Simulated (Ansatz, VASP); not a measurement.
# Two plane-wave programs on IrS

Contents of INCAR:

```
SYSTEM = IrS
PREC     = Accurate       ! precision mode
ENCUT    = 500            ! plane-wave cutoff, eV
EDIFF    = 1E-7           ! SCF threshold, eV
ISMEAR   = 0              ! smearing method
SIGMA    = 0.1            ! smearing width, eV
LREAL    = .False.        ! projectors in reciprocal space
LASPH    = .True.         ! aspherical terms in the spheres
NELM     = 120            ! most SCF steps
ALGO     = Normal         ! electronic algorithm
ISIF     = 3              ! what is computed and relaxed
LWAVE    = .False.        ! write WAVECAR
LCHARG   = .False.        ! write CHGCAR
GGA      = PE             ! functional
IBRION   = 2              ! ionic algorithm
NSW      = 100            ! ionic steps
EDIFFG   = -0.01          ! ionic threshold
GGA_COMPAT= .False.      
NELMIN   = 4
```

Contents of KPOINTS:

```
Automatic mesh
0
Gamma
  18 18 16
  0 0 0
```

File POSCAR:

```
IrS
1.0
    2.9180060660      0.0000000000      0.0000000000
    0.0000000000      2.9180060660      0.0000000000
    0.0000000000      0.0000000000      3.3295437683
Ir S
1 1
Direct
    0.5000000000      0.5000000000      0.5000000000
    0.0000000000      0.0000000000      0.0000000000
```

Input for Ansatz:

```yaml
crystal:
  lattice:
    - [2.918006066, 0.0, 0.0]
    - [0.0, 2.918006066, 0.0]
    - [0.0, 0.0, 3.3295437683]
  atoms:
    - { symbol: Ir, position: [0.5, 0.5, 0.5] }
    - { symbol: S, position: [0.0, 0.0, 0.0] }
basis:
  ecutwfc: 420
kpoints:
  mp_grid: { grid: [18, 18, 16] }
hamiltonian:
  xc: pbe
scf:
  occupations: { method: gaussian, width: 0.1 }
output:
  forces: true
  stress: true
  eigenvalues: true
  write_density: true
  write_potential: true
  elf: true
  volumetric_format: npy
relax:
  adjacent_minimum: "off"
  f_tol: 0.01
  max_steps: 80
  cell: { stress_tol: 0.05 }
```

Alike in both runs: task relaxation of cell and atoms; functional PBE; k mesh 18 × 18 × 16; occupations gaussian, width 0.1 eV; no spin polarisation.

|  | VASP | Ansatz |
| --- | --- | --- |
| version | VASP 6.6.1 | Ansatz 0.2.0 |
| potentials or method | VASP PAW PBE potentials, release 64 (Ir, S), cutoff 500 eV | scalar-relativistic, plane waves, PAW |
| valence electrons in the cell | 15 | 23 |

VASP gave:

| Property | Result |
| --- | --- |
| gap on the k mesh at the Fermi level, each at its own relaxed structure (eV) | none |
| relaxed volume (Å³/atom) | 14.17 |
| relaxed cell length with the largest relative difference (Å) | 2.948 |

**Question.** Which values does Ansatz return?

**Answer.** gap on the k mesh at the Fermi level, each at its own relaxed structure (eV): none; relaxed volume (Å³/atom): 14.15; relaxed cell length with the largest relative difference (Å): 2.946.

A gap of «none» marks a metal or a gap that the smearing closes. VASP's potentials hold 15 valence electrons a cell and Ansatz's 23, so a difference there can come from the potentials and not from the codes.

Neither program's run includes spin-orbit coupling.
